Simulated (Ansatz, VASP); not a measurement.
## One calculation of TaN, two programs

```
Ta N
1.0
     0.00000    2.21132    2.21132
     2.21132    0.00000    2.21132
     2.21132    2.21132    0.00000
Ta N
1 1
Direct
  0.50000 0.50000 0.50000
  0.00000 0.00000 0.00000
```

Alike in both runs: task single point; functional PBE; k mesh 10 × 10 × 10; occupations gaussian, width 0.03 eV; no spin polarisation.

|  | VASP | Ansatz |
| --- | --- | --- |
| version | VASP 6.6.1 | Ansatz 0.2.0 |
| potentials or method | VASP PAW PBE potentials, release 64 (Ta_pv, N) | Ansatz PAW |
| plane-wave cutoff (eV) | 520 | 420 |
| valence electrons in the cell | 16 | 18 |

|  | VASP | Ansatz | Ansatz less VASP |
| --- | --- | --- | --- |
| gap on the k mesh at the Fermi level (eV) | none | none | - |
| pressure (GPa) | -0.6 | -1.4 | -0.76 |

A gap of «none» marks a metal or a gap that the smearing closes. VASP's potentials hold 16 valence electrons a cell and Ansatz's 18, so a difference there can come from the potentials and not from the codes.

Neither program's run includes spin-orbit coupling.
